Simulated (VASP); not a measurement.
# Ge (Fmmm) in VASP: a series of runs

Aim: see how the results for Ge move with the level of theory and the settings. Levels: LDA, PBE. Tasks: single point.

Program: VASP 6.6.1. These are calculated values, not measurements. Logs are shortened: lines on timing, memory, paths and dates and some standing lists are left out, and cuts for length are marked.

## Step 1: The cell of the first run

The structure is orthorhombic, space group Fmmm (No. 69). Conventional cell: a = 5.261 Å, b = 5.771 Å, c = 10.231 Å, α = 90.00°, β = 90.00°, γ = 90.00°. Ge (site symmetry m2m) has 8 Ge at 2.61 to 3.17 Å within 3.4 Å. Within 3.6 Å of Ge (site symmetry mm2) lie 8 Ge at 2.71 to 3.17 Å.

## Step 2: Single point, LDA

INCAR reads:

```
ALGO = Normal
EDIFF = 1E-6
ENCUT = 520
ISIF = 2
ISMEAR = 0
LASPH = True
LCHARG = False
LREAL = False
LWAVE = False
NBANDS = 36
NELM = 100
PREC = Accurate
SIGMA = 0.05
```

KPOINTS reads:

```
k-points
0
Gamma
  6 6 6
```

POSCAR reads:

```
Ge
1.0
    0.0000000000      2.8857400000      5.1156650000
    2.6304970000      0.0000000000      5.1156650000
    2.6304970000      2.8857400000      0.0000000000
Ge
4
Direct
    0.7264900000      0.2735100000      0.7264900000
    0.2735100000      0.7264900000      0.2735100000
    0.2181330000      0.2181330000      0.7818670000
    0.7818670000      0.7818670000      0.2181330000
```

Potentials or basis: VASP PAW LDA potentials, release 64 (Ge_d).

Run with:

```console
> cat potpaw_LDA.64/Ge_d/POTCAR > POTCAR
> mpirun -np 1 vasp_std > vasp.out
```

OUTCAR:

```text
EDIFF = 1E-6
   ENCUT = 520
   ISIF = 2
   ISMEAR = 0
   LASPH = True
   LREAL = False
   NELM = 100
   PREC = Accurate

 ion  position               nearest neighbor table
   1  0.726  0.274  0.726-   2 2.61   2 2.64   2 2.64   3 2.73   4 2.73
   2  0.274  0.726  0.274-   1 2.61   1 2.64   1 2.64   3 2.73   4 2.73
   3  0.218  0.218  0.782-   4 2.71   4 2.71   1 2.73   2 2.73
   4  0.782  0.782  0.218-   3 2.71   3 2.71   1 2.73   2 2.73

  LATTYP: Found a face centered orthorhombic cell.
 ALAT       =     5.2609940000
 B/A-ratio  =     1.0970322338
 C/A-ratio  =     1.9447522654

  Lattice vectors:

 A1 = (   0.0000000000,   2.8857400000,   5.1156650000)
 A2 = (   2.6304970000,   0.0000000000,   5.1156650000)
 A3 = (   2.6304970000,   2.8857400000,   0.0000000000)

Analysis of symmetry for initial positions (statically):
=====================================================================
 Subroutine PRICEL returns:
 Original cell was already a primitive cell.

 Routine SETGRP: Setting up the symmetry group for a
 face centered orthorhombic supercell.

 Subroutine GETGRP returns: Found  8 space group operations
 (whereof  8 operations were pure point group operations)
 out of a pool of  8 trial point group operations.

The static configuration has the point symmetry D_2h.

Analysis of symmetry for dynamics (positions and initial velocities):
=====================================================================
 Subroutine PRICEL returns:
 Original cell was already a primitive cell.

 Routine SETGRP: Setting up the symmetry group for a
 face centered orthorhombic supercell.

 Subroutine GETGRP returns: Found  8 space group operations
 (whereof  8 operations were pure point group operations)
 out of a pool of  8 trial point group operations.

The dynamic configuration has the point symmetry D_2h.

 Subroutine INISYM returns: Found  8 space group operations
 (whereof  8 operations are pure point group operations),
 and found     1 'primitive' translations

----------------------------------------------------------------------------------------

                                     Primitive cell

  volume of cell :      77.6653

  direct lattice vectors                    reciprocal lattice vectors
     0.000000000  2.885740000  5.115665000    -0.190078149  0.173265783  0.097739004
     2.630497000  0.000000000  5.115665000     0.190078149 -0.173265783  0.097739004
     2.630497000  2.885740000  0.000000000     0.190078149  0.173265783 -0.097739004

  length of vectors
     5.873459265  5.752351072  3.904741965     0.275142957  0.275142957  0.275142957

  position of ions in fractional coordinates (direct lattice)
     0.726490000  0.273510000  0.726490000
     0.273510000  0.726490000  0.273510000
     0.218133000  0.218133000  0.781867000
     0.781867000  0.781867000  0.218133000

  ion indices of the primitive-cell ions
   primitive index   ion index
                 1           1
                 2           2
                 3           3
                 4           4

----------------------------------------------------------------------------------------

 KPOINTS: k-points

Automatic generation of k-mesh.
 Grid dimensions read from file:
 generate k-points for:    6    6    6

 Generating k-lattice:

  Cartesian coordinates                     Fractional coordinates (reciprocal lattice)
    -0.031679691  0.028877630  0.016289834     0.166666667 -0.000000000 -0.000000000
     0.031679691 -0.028877630  0.016289834     0.000000000  0.166666667  0.000000000
     0.031679691  0.028877630 -0.016289834    -0.000000000  0.000000000  0.166666667

  Length of vectors
     0.045857160  0.045857160  0.045857160

  Shift w.r.t. Gamma in fractional coordinates (k-lattice)
     0.000000000  0.000000000  0.000000000

 Subroutine IBZKPT returns following result:
 ===========================================

 Found     46 irreducible k-points:

 Following reciprocal coordinates:
            Coordinates               Weight
  0.000000  0.000000  0.000000      1.000000
  0.166667  0.000000 -0.000000      8.000000
  0.333333  0.000000  0.000000      8.000000
  0.500000  0.000000  0.000000      4.000000
  0.166667  0.166667  0.000000      2.000000
  0.333333  0.166667  0.000000      8.000000
[... 16 lines left out ...]
 -0.166667  0.166667  0.166667      8.000000
  0.500000  0.333333  0.166667      4.000000
 [... further k-points ...]
   k-points           NKPTS =     46   k-points in BZ     NKDIM =     46   number of bands    NBANDS=     36
   number of dos      NEDOS =    301   number of ions     NIONS =      4
   total plane-waves  NPLWV =  69120
   dimension x,y,z NGX =    48 NGY =   48 NGZ =   30
   dimension x,y,z NGXF=    96 NGYF=   96 NGZF=   60
   ions per type =               4
   NGX,Y,Z   is equivalent  to a cutoff of  13.59, 13.87, 12.77 a.u.
   NGXF,Y,Z  is equivalent  to a cutoff of  27.17, 27.74, 25.55 a.u.
 SYSTEM =  unknown system
   PREC   = accura    normal or accurate (medium, high low for compatibility)
   ISTART =      0    job   : 0-new  1-cont  2-samecut
   ICHARG =      2    charge: 1-file 2-atom 10-const
   ISPIN  =      1    spin polarized calculation?
   LNONCOLLINEAR =      F non collinear calculations
   LSORBIT =      F    spin-orbit coupling
   LASPH  =      T    aspherical Exc in radial PAW
   ENCUT  =  520.0 eV  38.22 Ry    6.18 a.u.  10.92 10.70  7.26*2*pi/ulx,y,z
   NELM   =    100;   NELMIN=  2; NELMDL= -5     # of ELM steps
   EDIFF  = 0.1E-05   stopping-criterion for ELM
   LREAL  =      F    real-space projection
   EDIFFG = 0.1E-04   stopping-criterion for IOM
   NSW    =      0    number of steps for IOM
   IBRION =     -1    ionic relax: 0-MD 1-quasi-New 2-CG
   NFREE  =      0    steps in history (QN), initial steepest desc. (CG)
   ISIF   =      2    stress and relaxation
   ISYM   =      2    0-nonsym 1-usesym 2-fastsym
   POTIM  = 0.5000    time-step for ionic-motion
   TEBEG  =    0.0;   TEEND  =   0.0 temperature during run
   PSTRESS=    0.0 pullay stress
   NELECT =      56.0000    total number of electrons
   NUPDOWN=      -1.0000    fix difference up-down
   EMIN   =  10.00;   EMAX   =-10.00  energy-range for DOS
   EFERMI =   0.00;   METHOD = LEGACY
   ISMEAR =     0;   SIGMA  =   0.05  broadening in eV -4-tet -1-fermi 0-gaus
   EFERMI_NEDOS =   21; number of points for ismear=-14 and -15
   IALGO  =     38    algorithm
   IMIX   =      4    mixing-type and parameters
     AMIX     =   0.40;   BMIX     =  1.00
     AMIX_MAG =   1.60;   BMIX_MAG =  1.00
  volume/ion in A,a.u.               =      19.42       131.03
  Fermi-wavevector in a.u.,A,eV,Ry     =   1.468008  2.774133 29.321208  2.155048
  Thomas-Fermi vector in A             =   2.583557
   LORBIT       =      0    0 simple, 1 ext, 2 COOP (PROOUT), +10 PAW based schemes
   GGA     = CA    functional components
   LHFCALC =     F    Hartree Fock is set to
   AEXX    =    0.0000 exact exchange contribution
   IVDW    =     0    specifies the selected vdW correction
   LEPSILON=     F    determine dielectric tensor
   LRPA    =     F    only Hartree local field effects (RPA)
 non-spin polarized calculation
 Gauss-broadening in eV      SIGMA  =   0.05
  energy-cutoff  :      520.00
  volume of cell :       77.67
 maximum number of plane-waves:      2116
 NGX is ok and might be reduce to    48
   NGX = 21   NGY = 21   NGZ = 15

 number of electron      55.9999999 magnetization

 Free energy of the ion-electron system (eV)
  ---------------------------------------------------
  ext. energy  EPLUGINS =         0.00000000
  ---------------------------------------------------
  free energy    TOTEN  =       -19.91646659 eV

  energy without entropy =      -19.91270557  energy(sigma->0) =      -19.91458608

 E-fermi :   6.1096     XC(G=0): -11.3631

 val. band max:        6.0980843180   @ k =  -0.3333   0.0000   0.1667
 cond. band min:       6.1111208310   @ k =   0.5000  -0.3333   0.1667
 fundamental gap:      0.0130365130
 Fermi energy:         6.1096244451

 k-point     1 :       0.0000    0.0000    0.0000
  band No.  band energies     occupation
      1     -18.8044      2.00000
      2     -18.7531      2.00000
      3     -18.7210      2.00000
      4     -18.7105      2.00000
      5     -18.7056      2.00000
      6     -18.7038      2.00000
[... 28 lines left out ...]
     35      13.1613      0.00000
     36      13.3085      0.00000

 k-point     2 :       0.1667    0.0000   -0.0000
  band No.  band energies     occupation
      1     -18.7882      2.00000
      2     -18.7446      2.00000
      3     -18.7221      2.00000
      4     -18.7095      2.00000
      5     -18.7014      2.00000
      6     -18.7000      2.00000
[... 28 lines left out ...]
     35      12.4023      0.00000
     36      12.9886      0.00000

 k-point     3 :       0.3333    0.0000    0.0000
  band No.  band energies     occupation
      1     -18.7451      2.00000
      2     -18.7268      2.00000
      3     -18.7235      2.00000
      4     -18.7109      2.00000
      5     -18.6923      2.00000
      6     -18.6815      2.00000
[... 28 lines left out ...]
     35      12.5008      0.00000
     36      12.6948      0.00000

 k-point     4 :       0.5000    0.0000    0.0000
  band No.  band energies     occupation
      1     -18.7292      2.00000
      2     -18.7206      2.00000
      3     -18.7015      2.00000
      4     -18.6932      2.00000
      5     -18.6893      2.00000
      6     -18.6725      2.00000
[... 28 lines left out ...]
     35      12.2924      0.00000
     36      12.4914      0.00000

 k-point     5 :       0.1667    0.1667    0.0000
  band No.  band energies     occupation
      1     -18.8027      2.00000
      2     -18.7519      2.00000
      3     -18.7146      2.00000
      4     -18.7090      2.00000
      5     -18.7049      2.00000
      6     -18.7022      2.00000
[... 655 lines left out ...]
 k-point    22 :      -0.3333    0.1667    0.1667
  band No.  band energies     occupation
      1     -18.7426      2.00000
      2     -18.7250      2.00000
      3     -18.7159      2.00000
      4     -18.7045      2.00000
      5     -18.6849      2.00000
      6     -18.6777      2.00000
[... 28 lines left out ...]
     35      12.2880      0.00000
     36      13.1621      0.00000

 k-point    23 :      -0.1667    0.1667    0.1667
  band No.  band energies     occupation
      1     -18.7383      2.00000
      2     -18.7326      2.00000
      3     -18.7206      2.00000
      4     -18.7044      2.00000
      5     -18.7002      2.00000
      6     -18.6759      2.00000
[... 28 lines left out ...]
     35      13.1383      0.00000
     36      13.4291      0.00000

 k-point    24 :       0.5000    0.3333    0.1667
  band No.  band energies     occupation
      1     -18.7867      2.00000
      2     -18.7317      2.00000
      3     -18.7213      2.00000
      4     -18.7165      2.00000
      5     -18.6956      2.00000
      6     -18.6872      2.00000
[... 28 lines left out ...]
     35      12.2277      0.00000
     36      12.6707      0.00000

 [... further k-points ...]
[... 5 lines left out ...]
  --------------------------------------------------------------------------------------
  -------------------------------------------------------------------------------------
  Total       -1.3414161     -2.8520563     -3.0341862      0.0000000      0.0000000      0.0000000
  in kB      -27.6724100    -58.8357879    -62.5929911      0.0000000      0.0000000      0.0000000
  external PRESSURE =     -49.7003963 kB  Pullay stress =       0.0000000 kB

 VOLUME and BASIS-vectors are now :
 -----------------------------------------------------------------------------
  energy-cutoff  :      520.00
  volume of cell :       77.67
      direct lattice vectors                 reciprocal lattice vectors
     0.000000000  2.885740000  5.115665000    -0.190078149  0.173265783  0.097739004
     2.630497000  0.000000000  5.115665000     0.190078149 -0.173265783  0.097739004
     2.630497000  2.885740000  0.000000000     0.190078149  0.173265783 -0.097739004

 POSITION                                       TOTAL-FORCE (eV/Angst)
 -----------------------------------------------------------------------------------
      2.63050      4.19292      5.11566         0.000000      0.018221      0.000000
      2.63050      1.57856      5.11566         0.000000     -0.018221      0.000000
      2.63050      2.88574      2.23179         0.000000     -0.000000     -0.041734
      2.63050      2.88574      7.99954         0.000000     -0.000000      0.041734
 -----------------------------------------------------------------------------------
    total drift:                                0.000000      0.000000      0.000000

  FREE ENERGIE OF THE ION-ELECTRON SYSTEM (eV)
  ---------------------------------------------------
  free  energy   TOTEN  =       -19.9164665930 eV

  energy  without entropy=      -19.9127055748  energy(sigma->0) =      -19.91458608
```

Wall time 1.7 min (1 thread of AMD EPYC 9R45 (Zen 5), shared host); peak memory 0.22 GiB.

Results:

```yaml
Free_energy: -19.9165 eV
Pressure: -5.0 GPa
Largest_force: 0.042 eV/Å
Band_gap_on_the_k_mesh: zero (band 28 reaches 7.44 eV, above the bottom of band 29 at 4.22 eV)
```

Forces on the atoms (eV/Å):
```
Ge   0.000  0.018  0.000
Ge   0.000 -0.018  0.000
Ge   0.000  0.000 -0.042
Ge   0.000  0.000  0.042
```

Stress tensor (GPa, compression positive):
```
-2.77  0.00  0.00
 0.00 -5.88  0.00
 0.00  0.00 -6.26
```

[end of part 1 of 2]
